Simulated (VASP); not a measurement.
# Ge2Sb2Te5 (P-3m1) in VASP: further runs

Ge2Sb2Te5 is run at these levels: PBE; tasks: single point.

Program: VASP 6.6.1. These are calculated values, not measurements. Logs are shortened: lines on timing, memory, paths and dates and some standing lists are left out, and cuts for length are marked.

## (1) The cell of the first run

It takes space group P-3m1 (No. 164, trigonal). The conventional cell has a = 3.903 Å, b = 3.903 Å, c = 19.860 Å, α = 90.00°, β = 90.00°, γ = 120.00°. Ge (site symmetry 3m) has 6 Te at 2.74 to 3.32 Å within 3.6 Å. Within 3.9 Å of Sb (site symmetry 3m) lie 6 Te at 2.96 to 3.17 Å. Within 4.2 Å of Te (site symmetry -3m) lie 6 Sb at 3.17 Å and 6 Te at 3.90 Å. Within 3.9 Å of Te (site symmetry 3m) lie 3 Sb at 2.96 Å and 3 Ge at 3.32 Å. Te (site symmetry 3m) has 3 Ge at 2.74 Å within 3.6 Å.

## (2) Single point, PBE (volume 29.112 Å^3 an atom, c/a of the conventional cell 5.0883)

Contents of INCAR:

```
PREC = Accurate
ENCUT = 520
EDIFF = 1E-6
ISMEAR = 0
SIGMA = 0.03
LREAL = False
LASPH = True
NELM = 60
ALGO = Normal
ISIF = 2
LWAVE = False
LCHARG = True
GGA = PE
LELF = True
LVHAR = True
NBANDS = 44
```

Contents of KPOINTS:

```
regular mesh
0
Gamma
  12 12 2
```

Contents of POSCAR:

```
Ge2Sb2Te5
1.0
    3.9030466056      0.0000000000      0.0000000000
   -1.9515233028      3.3801375126      0.0000000000
    0.0000000000      0.0000000000     19.8598720434
Ge Sb Te
2 2 5
Direct
    0.0000000000      0.0000000000      0.3314713560
    0.0000000000      0.0000000000      0.6685286440
    0.3333333333      0.6666666667      0.1121550832
    0.6666666667      0.3333333333      0.8878449168
    0.0000000000      0.0000000000      0.0000000000
    0.3333333333      0.6666666667      0.7913602895
    0.6666666667      0.3333333333      0.2086397105
    0.3333333333      0.6666666667      0.4097504733
    0.6666666667      0.3333333333      0.5902495267
```

Potentials or basis: VASP PAW PBE potentials, release 64 (Ge_d, Sb, Te).

Launch:

```console
$ cat potpaw_PBE.64/Ge_d/POTCAR potpaw_PBE.64/Sb/POTCAR potpaw_PBE.64/Te/POTCAR > POTCAR
$ mpirun -np 1 vasp_std > vasp.out
```

OUTCAR:

```text
PREC = Accurate
   ENCUT = 520
   EDIFF = 1E-6
   ISMEAR = 0
   LREAL = False
   LASPH = True
   NELM = 60
   ISIF = 2
   GGA = PE

 ion  position               nearest neighbor table
   1  0.000  0.000  0.331-   8 2.74   8 2.74   8 2.74
   2  0.000  0.000  0.669-   9 2.74   9 2.74   9 2.74
   3  0.333  0.667  0.112-   7 2.96   7 2.96   7 2.96   5 3.17   5 3.17   5 3.17
   4  0.667  0.333  0.888-   6 2.96   6 2.96   6 2.96   5 3.17   5 3.17   5 3.17
   5  0.000  0.000  0.000-   3 3.17   4 3.17   3 3.17   4 3.17   4 3.17   3 3.17
   6  0.333  0.667  0.791-   4 2.96   4 2.96   4 2.96
   7  0.667  0.333  0.209-   3 2.96   3 2.96   3 2.96
   8  0.333  0.667  0.410-   1 2.74   1 2.74   1 2.74
   9  0.667  0.333  0.590-   2 2.74   2 2.74   2 2.74

  LATTYP: Found a hexagonal cell.
 ALAT       =     3.9030466056
 C/A-ratio  =     5.0883000000

  Lattice vectors:

 A1 = (   3.9030466056,   0.0000000000,   0.0000000000)
 A2 = (  -1.9515233028,   3.3801375126,   0.0000000000)
 A3 = (   0.0000000000,   0.0000000000,  19.8598720434)

Analysis of symmetry for initial positions (statically):
=====================================================================
 Subroutine PRICEL returns:
 Original cell was already a primitive cell.

 Routine SETGRP: Setting up the symmetry group for a
 hexagonal supercell.

 Subroutine GETGRP returns: Found 12 space group operations
 (whereof 12 operations were pure point group operations)
 out of a pool of 24 trial point group operations.

The static configuration has the point symmetry D_3d.

Analysis of symmetry for dynamics (positions and initial velocities):
=====================================================================
 Subroutine PRICEL returns:
 Original cell was already a primitive cell.

 Routine SETGRP: Setting up the symmetry group for a
 hexagonal supercell.

 Subroutine GETGRP returns: Found 12 space group operations
 (whereof 12 operations were pure point group operations)
 out of a pool of 24 trial point group operations.

The dynamic configuration has the point symmetry D_3d.

 Subroutine INISYM returns: Found 12 space group operations
 (whereof 12 operations are pure point group operations),
 and found     1 'primitive' translations

----------------------------------------------------------------------------------------

                                     Primitive cell

  volume of cell :     262.0080

  direct lattice vectors                    reciprocal lattice vectors
     3.903046606  0.000000000  0.000000000     0.256210110  0.147922976  0.000000000
    -1.951523303  3.380137513  0.000000000     0.000000000  0.295845952  0.000000000
     0.000000000  0.000000000 19.859872043     0.000000000  0.000000000  0.050352792

  length of vectors
     3.903046606  3.903046606 19.859872043     0.295845952  0.295845952  0.050352792

  position of ions in fractional coordinates (direct lattice)
     0.000000000  0.000000000  0.331471356
     0.000000000  0.000000000  0.668528644
     0.333333333  0.666666667  0.112155083
     0.666666667  0.333333333  0.887844917
     0.000000000  0.000000000  0.000000000
     0.333333333  0.666666667  0.791360289
     0.666666667  0.333333333  0.208639711
     0.333333333  0.666666667  0.409750473
     0.666666667  0.333333333  0.590249527

  ion indices of the primitive-cell ions
   primitive index   ion index
                 1           1
                 2           2
                 3           3
                 4           4
                 5           5
                 6           6
                 7           7
                 8           8
                 9           9

----------------------------------------------------------------------------------------

 KPOINTS: regular mesh

Automatic generation of k-mesh.
 Grid dimensions read from file:
 generate k-points for:   12   12    2

 Generating k-lattice:

  Cartesian coordinates                     Fractional coordinates (reciprocal lattice)
     0.021350842  0.012326915  0.000000000     0.083333333  0.000000000  0.000000000
     0.000000000  0.024653829  0.000000000     0.000000000  0.083333333  0.000000000
     0.000000000  0.000000000  0.025176396     0.000000000  0.000000000  0.500000000

  Length of vectors
     0.024653829  0.024653829  0.025176396

  Shift w.r.t. Gamma in fractional coordinates (k-lattice)
     0.000000000  0.000000000  0.000000000

 Subroutine IBZKPT returns following result:
 ===========================================

 Found     38 irreducible k-points:

 Following reciprocal coordinates:
            Coordinates               Weight
  0.000000  0.000000  0.000000      1.000000
  0.083333 -0.000000  0.000000      6.000000
  0.166667 -0.000000  0.000000      6.000000
  0.250000  0.000000  0.000000      6.000000
  0.333333  0.000000  0.000000      6.000000
  0.416667 -0.000000  0.000000      6.000000
[... 16 lines left out ...]
  0.250000  0.000000  0.500000      6.000000
  0.333333  0.000000  0.500000      6.000000
 [... further k-points ...]
   k-points           NKPTS =     38   k-points in BZ     NKDIM =     38   number of bands    NBANDS=     44
   number of dos      NEDOS =    301   number of ions     NIONS =      9
   total plane-waves  NPLWV = 135000
   dimension x,y,z NGX =    30 NGY =   30 NGZ =  150
   dimension x,y,z NGXF=    60 NGYF=   60 NGZF=  300
   ions per type =               2   2   5
   NGX,Y,Z   is equivalent  to a cutoff of  12.78, 12.78, 12.56 a.u.
   NGXF,Y,Z  is equivalent  to a cutoff of  25.56, 25.56, 25.11 a.u.
 SYSTEM =  unknown system
   PREC   = accura    normal or accurate (medium, high low for compatibility)
   ISTART =      0    job   : 0-new  1-cont  2-samecut
   ICHARG =      2    charge: 1-file 2-atom 10-const
   ISPIN  =      1    spin polarized calculation?
   LNONCOLLINEAR =      F non collinear calculations
   LSORBIT =      F    spin-orbit coupling
   LASPH  =      T    aspherical Exc in radial PAW
   ENCUT  =  520.0 eV  38.22 Ry    6.18 a.u.   7.26  7.26 36.93*2*pi/ulx,y,z
   NELM   =     60;   NELMIN=  2; NELMDL= -5     # of ELM steps
   EDIFF  = 0.1E-05   stopping-criterion for ELM
   LREAL  =      F    real-space projection
   EDIFFG = 0.1E-04   stopping-criterion for IOM
   NSW    =      0    number of steps for IOM
   IBRION =     -1    ionic relax: 0-MD 1-quasi-New 2-CG
   NFREE  =      0    steps in history (QN), initial steepest desc. (CG)
   ISIF   =      2    stress and relaxation
   ISYM   =      2    0-nonsym 1-usesym 2-fastsym
   POTIM  = 0.5000    time-step for ionic-motion
   TEBEG  =    0.0;   TEEND  =   0.0 temperature during run
   PSTRESS=    0.0 pullay stress
   NELECT =      68.0000    total number of electrons
   NUPDOWN=      -1.0000    fix difference up-down
   EMIN   =  10.00;   EMAX   =-10.00  energy-range for DOS
   EFERMI =   0.00;   METHOD = LEGACY
   ISMEAR =     0;   SIGMA  =   0.03  broadening in eV -4-tet -1-fermi 0-gaus
   EFERMI_NEDOS =   21; number of points for ismear=-14 and -15
   IALGO  =     38    algorithm
   IMIX   =      4    mixing-type and parameters
     AMIX     =   0.40;   BMIX     =  1.00
     AMIX_MAG =   1.60;   BMIX_MAG =  1.00
  volume/ion in A,a.u.               =      29.11       196.46
  Fermi-wavevector in a.u.,A,eV,Ry     =   1.044254  1.973355 14.836706  1.090467
  Thomas-Fermi vector in A             =   2.178999
   LORBIT       =      0    0 simple, 1 ext, 2 COOP (PROOUT), +10 PAW based schemes
   GGA     = PE    functional components
   LHFCALC =     F    Hartree Fock is set to
   AEXX    =    0.0000 exact exchange contribution
   IVDW    =     0    specifies the selected vdW correction
   LEPSILON=     F    determine dielectric tensor
   LRPA    =     F    only Hartree local field effects (RPA)
 non-spin polarized calculation
 Gauss-broadening in eV      SIGMA  =   0.03
  energy-cutoff  :      520.00
  volume of cell :      262.01
 maximum number of plane-waves:      7111
 NGX is ok and might be reduce to    30
   NGX = 15   NGY = 15   NGZ = 73

 number of electron      67.9999982 magnetization

 Free energy of the ion-electron system (eV)
  ---------------------------------------------------
  ext. energy  EPLUGINS =         0.00000000
  ---------------------------------------------------
  free energy    TOTEN  =       -32.95880809 eV

  energy without entropy =      -32.95788603  energy(sigma->0) =      -32.95834706

 E-fermi :   6.6067     XC(G=0):  -9.5717

 val. band max:        6.5705382154   @ k =   0.1667   0.0833   0.0000
 cond. band min:       6.6197267486   @ k =   0.3333   0.1667   0.5000
 fundamental gap:      0.0491885332
 Fermi energy:         6.6067067881

 k-point     1 :       0.0000    0.0000    0.0000
  band No.  band energies     occupation
      1     -18.1089      2.00000
      2     -18.1089      2.00000
      3     -18.1089      2.00000
      4     -18.1089      2.00000
      5     -18.0925      2.00000
      6     -18.0925      2.00000
[... 36 lines left out ...]
     43       9.2785      0.00000
     44       9.4460      0.00000

 k-point     2 :       0.0833   -0.0000    0.0000
  band No.  band energies     occupation
      1     -18.1091      2.00000
      2     -18.1091      2.00000
      3     -18.1085      2.00000
      4     -18.1085      2.00000
      5     -18.0927      2.00000
      6     -18.0927      2.00000
[... 36 lines left out ...]
     43       9.5110      0.00000
     44       9.5959      0.00000

 k-point     3 :       0.1667   -0.0000    0.0000
  band No.  band energies     occupation
      1     -18.1099      2.00000
      2     -18.1098      2.00000
      3     -18.1074      2.00000
      4     -18.1074      2.00000
      5     -18.0934      2.00000
      6     -18.0934      2.00000
[... 36 lines left out ...]
     43       9.9518      0.00000
     44       9.9964      0.00000

 k-point     4 :       0.2500    0.0000    0.0000
  band No.  band energies     occupation
      1     -18.1109      2.00000
      2     -18.1109      2.00000
      3     -18.1060      2.00000
      4     -18.1060      2.00000
      5     -18.0943      2.00000
      6     -18.0943      2.00000
[... 882 lines left out ...]
     43       9.8755      0.00000
     44      10.0006      0.00000

 k-point    23 :       0.2500    0.0000    0.5000
  band No.  band energies     occupation
      1     -18.1109      2.00000
      2     -18.1109      2.00000
      3     -18.1060      2.00000
      4     -18.1060      2.00000
      5     -18.0943      2.00000
      6     -18.0943      2.00000
[... 36 lines left out ...]
     43      10.0070      0.00000
     44      10.2346      0.00000

 k-point    24 :       0.3333    0.0000    0.5000
  band No.  band energies     occupation
      1     -18.1121      2.00000
      2     -18.1120      2.00000
      3     -18.1047      2.00000
      4     -18.1047      2.00000
      5     -18.0951      2.00000
      6     -18.0951      2.00000
[... 36 lines left out ...]
     43       9.5969      0.00000
     44      10.0146      0.00000

 [... further k-points ...]
[... 5 lines left out ...]
  --------------------------------------------------------------------------------------
  -------------------------------------------------------------------------------------
  Total        9.2250357      9.2250357      0.9355158     -0.0000000     -0.0000000      0.0000000
  in kB       56.4110376     56.4110376      5.7206732     -0.0000000     -0.0000000      0.0000000
  external PRESSURE =      39.5142494 kB  Pullay stress =       0.0000000 kB

 VOLUME and BASIS-vectors are now :
 -----------------------------------------------------------------------------
  energy-cutoff  :      520.00
  volume of cell :      262.01
      direct lattice vectors                 reciprocal lattice vectors
     3.903046606  0.000000000  0.000000000     0.256210110  0.147922976  0.000000000
    -1.951523303  3.380137513  0.000000000     0.000000000  0.295845952  0.000000000
     0.000000000  0.000000000 19.859872043     0.000000000  0.000000000  0.050352792

 POSITION                                       TOTAL-FORCE (eV/Angst)
 -----------------------------------------------------------------------------------
      0.00000      0.00000      6.58298        -0.000000      0.000000     -0.148989
      0.00000      0.00000     13.27689         0.000000     -0.000000      0.148989
     -0.00000      2.25343      2.22739        -0.000000     -0.000000     -0.333050
      1.95152      1.12671     17.63249         0.000000      0.000000      0.333050
      0.00000      0.00000      0.00000        -0.000000      0.000000      0.000000
     -0.00000      2.25343     15.71631        -0.000000      0.000000     -0.253499
      1.95152      1.12671      4.14356        -0.000000     -0.000000      0.253499
     -0.00000      2.25343      8.13759         0.000000      0.000000      0.147346
      1.95152      1.12671     11.72228         0.000000     -0.000000     -0.147346
 -----------------------------------------------------------------------------------
    total drift:                               -0.000000     -0.000000      0.000000

  FREE ENERGIE OF THE ION-ELECTRON SYSTEM (eV)
  ---------------------------------------------------
  free  energy   TOTEN  =       -32.9588080914 eV

  energy  without entropy=      -32.9578860311  energy(sigma->0) =      -32.95834706
```

Wall time 7.1 min (1 thread of Intel Xeon 6975P-C (Granite Rapids), shared host); peak memory 0.6 GiB.

Results:

```yaml
Free_energy: -32.9588 eV
Pressure: 4.0 GPa
Largest_force: 0.333 eV/Å
Band_gap_on_the_k_mesh: zero (band 34 reaches 7.53 eV, above the bottom of band 35 at 6.33 eV)
```

Forces in eV/Å, atoms in the order of the input:
```
Ge   0.000  0.000 -0.149
Ge   0.000  0.000  0.149
Sb   0.000  0.000 -0.333
Sb   0.000  0.000  0.333
Te   0.000  0.000  0.000
Te   0.000  0.000 -0.253
Te   0.000  0.000  0.253
Te   0.000  0.000  0.147
Te   0.000  0.000 -0.147
```

Caveat: spin-orbit coupling is left out, which moves the levels of the heavy elements; this functional lacks dispersion, which binds the layers, so the pressure and a relaxed spacing across them are unreliable.

## (3) Single point, PBE (volume 29.112 Å^3 an atom, c/a of the conventional cell 3.5359)

Contents of INCAR:

```
PREC = Accurate
ENCUT = 520
EDIFF = 1E-7
ISMEAR = 0
SIGMA = 0.03
LREAL = F
LASPH = T
NELM = 80
ALGO = Normal
ISIF = 2
LWAVE = F
LCHARG = F
GGA = PE
NBANDS = 44
```

Contents of KPOINTS:

```
Automatic mesh
0
Gamma
  12 12 2
```

Changes to POSCAR since step 2:

```diff
@@ -2,5 +2,5 @@
 1.0
-    3.9030466056      0.0000000000      0.0000000000
-   -1.9515233028      3.3801375126      0.0000000000
-    0.0000000000      0.0000000000     19.8598720434
+    4.4065088708      0.0000000000      0.0000000000
+   -2.2032544354      3.8161486241      0.0000000000
+    0.0000000000      0.0000000000     15.5809747164
 Ge Sb Te
```

Potentials or basis: VASP PAW PBE potentials, release 64 (Ge_d, Sb, Te).

Launch:

```console
$ cat potpaw_PBE.64/Ge_d/POTCAR potpaw_PBE.64/Sb/POTCAR potpaw_PBE.64/Te/POTCAR > POTCAR
$ mpirun -np 1 vasp_std > vasp.out
```

Run time: 6 min. Hardware: 1 thread of Intel Xeon 6975P-C (Granite Rapids), shared host; peak memory 0.64 GiB.

The run converged. Its results:

* Free energy: -33.0816 eV
* Pressure: 3.8 GPa
* Largest force: 0.737 eV/Å
* Band gap on the k mesh: zero (band 34 reaches 6.61 eV, above the bottom of band 35 at 6.33 eV)

Forces on the atoms (eV/Å):
```
Ge   0.000  0.000 -0.297
Ge   0.000  0.000  0.297
Sb   0.000  0.000 -0.190
Sb   0.000  0.000  0.190
Te   0.000  0.000  0.000
Te   0.000  0.000 -0.645
Te   0.000  0.000  0.645
Te   0.000  0.000  0.737
Te   0.000  0.000 -0.737
```

Stress tensor (GPa, compression positive):
```
2.44 0.00 0.00
0.00 2.44 0.00
0.00 0.00 6.60
```

Levels at points of the mesh, in eV from the Fermi level:
```csv
k point,band 32,band 33,band 34,band 35,band 36,band 37
"(0.00, 0.00, 0.00)",-1.32,-1.24,-0.63,-0.17,-0.17,0.53
"(0.50, 0.00, 0.00)",-1.58,-0.91,-0.11,0.82,1.19,1.85
"(0.00, 0.00, 0.50)",-1.29,-1.25,-0.66,-0.11,-0.11,0.59
"(0.50, 0.00, 0.50)",-1.47,-1.00,-0.15,0.31,0.96,1.92
```

Caveat: spin-orbit coupling is left out, which moves the levels of the heavy elements.

[end of part 1 of 2]
